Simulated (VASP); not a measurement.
# BN (Pm) in VASP: a series of runs, part 2 of 2

VASP 6.6.1. The steps go on from the part before.

### Step 3. Single point, PBE (atom 3 (N) moved -0.450 Å along Cartesian [1 -1 0])

INCAR

```
PREC = Accurate ; ENCUT = 520
EDIFF = 1E-7 ; ISMEAR = 0
SIGMA = 0.05 ; LREAL = False
LASPH = True ; NELM = 60
ALGO = Normal ; ISIF = 2
LWAVE = False ; LCHARG = True
GGA = PE ; LELF = True
LVHAR = True ; NBANDS = 16
```

KPOINTS

```
Automatic mesh
0
Gamma
  12 12 4
```

POSCAR

```
BN
1.0
    2.5121751215      0.0000000000      0.0000000000
   -1.2560875608      2.1756074740      0.0000000000
    0.0000000000      0.0000000000      8.3436910039
B N
2 2
Direct
    0.3333333333      0.6666666667      0.2500000000
    0.6666666667      0.3333333333      0.7500000000
    0.2797995173      0.8129237720      0.7500000000
    0.6666666667      0.3333333333      0.2500000000
```

Potentials or basis: VASP PAW PBE potentials, release 64 (B, N).

Started as:

```
> cat potpaw_PBE.64/B/POTCAR potpaw_PBE.64/N/POTCAR > POTCAR
> mpirun -np 1 vasp_std > vasp.out
```

OUTCAR:

```text
PREC = Accurate
   ENCUT = 520
   EDIFF = 1E-7
   ISMEAR = 0
   LREAL = False
   LASPH = True
   NELM = 60
   ISIF = 2
   GGA = PE

 ion  position               nearest neighbor table
   1  0.333  0.667  0.250-   4 1.45   4 1.45   4 1.45
   2  0.667  0.333  0.750-   3 1.18   3 1.40   3 1.89
   3  0.280  0.813  0.750-   2 1.18   2 1.40   2 1.89
   4  0.667  0.333  0.250-   1 1.45   1 1.45   1 1.45

  LATTYP: Found a hexagonal cell.
 ALAT       =     2.5121751215
 C/A-ratio  =     3.3213015018

  Lattice vectors:

 A1 = (   2.5121751215,   0.0000000000,   0.0000000000)
 A2 = (  -1.2560875608,   2.1756074740,   0.0000000000)
 A3 = (   0.0000000000,   0.0000000000,   8.3436910039)

Analysis of symmetry for initial positions (statically):
=====================================================================
 Subroutine PRICEL returns:
 Original cell was already a primitive cell.

 Routine SETGRP: Setting up the symmetry group for a
 hexagonal supercell.

[... 166 lines left out ...]
  ext. energy  EPLUGINS =         0.00000000
  ---------------------------------------------------
  free energy    TOTEN  =       -32.46483323 eV

  energy without entropy =      -32.46483323  energy(sigma->0) =      -32.46483323

 E-fermi :   2.6622     XC(G=0):  -8.5429

 val. band max:        2.3943970097   @ k =   0.0000   0.0000   0.5000
 cond. band min:       4.2624742326   @ k =   0.0000   0.5000   0.5000
 fundamental gap:      1.8680772228
 Fermi energy:         2.6621580742

 k-point     1 :       0.0000    0.0000    0.0000
  band No.  band energies     occupation
      1     -17.1057      2.00000
      2     -16.9563      2.00000
      3      -5.0766      2.00000
      4      -5.0489      2.00000
      5      -4.4513      2.00000
      6      -0.8414      2.00000
[... 433 lines left out ...]
      3      -6.0973      2.00000
      4      -3.8407      2.00000
      5      -3.7912      2.00000
      6      -3.2828      2.00000
[... 8 lines left out ...]
     15      12.9409      0.00000
     16      14.6501      0.00000

 [... further k-points ...]
[... 5 lines left out ...]
  --------------------------------------------------------------------------------------
  -------------------------------------------------------------------------------------
  Total        3.9462782     13.7670571     -0.0276096      2.7116351      0.0000000      0.0000000
  in kB      138.6467237    483.6854596     -0.9700229     95.2693432      0.0000000      0.0000000
  external PRESSURE =     207.1207201 kB  Pullay stress =       0.0000000 kB

 VOLUME and BASIS-vectors are now :
 -----------------------------------------------------------------------------
  energy-cutoff  :      520.00
  volume of cell :       45.60
      direct lattice vectors                 reciprocal lattice vectors
     2.512175121  0.000000000  0.000000000     0.398061422  0.229820869  0.000000000
    -1.256087561  2.175607474  0.000000000     0.000000000  0.459641738  0.000000000
     0.000000000  0.000000000  8.343691004     0.000000000  0.000000000  0.119851035

 POSITION                                       TOTAL-FORCE (eV/Angst)
 -----------------------------------------------------------------------------------
     -0.00000      1.45040      2.08592        -0.000865      0.000495      0.000000
      1.25609      0.72520      6.25777         0.970752     13.962564      0.000000
     -0.31820      1.76860      6.25777        -0.971162    -13.964845      0.000000
      1.25609      0.72520      2.08592         0.001274      0.001786      0.000000
 -----------------------------------------------------------------------------------
    total drift:                               -0.000036     -0.000230     -0.000000

  FREE ENERGIE OF THE ION-ELECTRON SYSTEM (eV)
  ---------------------------------------------------
  free  energy   TOTEN  =       -32.4648332338 eV

  energy  without entropy=      -32.4648332338  energy(sigma->0) =      -32.46483323
```

stdout:

```text
POSCAR found type information on POSCAR B N
 POSCAR found :  2 types and       4 ions
 scaLAPACK will be used
 LDA part: xc-table for (Slater+PW92), standard interpolation
 POSCAR, INCAR and KPOINTS ok, starting setup
 FFT: planning ... GRIDC
 FFT: planning ... GRID_SOFT
 FFT: planning ... GRID
 WAVECAR not read
 entering main loop
```

Wall time 2.6 min (1 thread of Intel Xeon Platinum 8259CL at 2.50GHz (Skylake/Cascade Lake), shared host); peak memory 0.26 GiB.

Results:

| Property | Result |
| --- | --- |
| Free energy | -32.4648 eV |
| Pressure | 20.7 GPa |
| Largest force | 13.999 eV/Å |
| Band gap on the k mesh | 1.87 eV, indirect (least direct gap 2.54 eV) |

Forces on the atoms (eV/Å):
```
B    -0.001   0.000   0.000
B     0.971  13.963   0.000
N    -0.971 -13.965   0.000
N     0.001   0.002   0.000
```

Stress tensor (GPa, compression positive):
```
13.86  9.53  0.00
 9.53 48.37  0.00
 0.00  0.00 -0.10
```

Caveat: the cell differs from its parent crystal (atom 3 (N) moved -0.450 Å along Cartesian [1 -1 0]); this functional lacks dispersion, which binds the layers, so the pressure and a relaxed spacing across them are unreliable; forces of over 1 eV/Å act on the atoms, so gaps and moduli don't describe the material at rest.
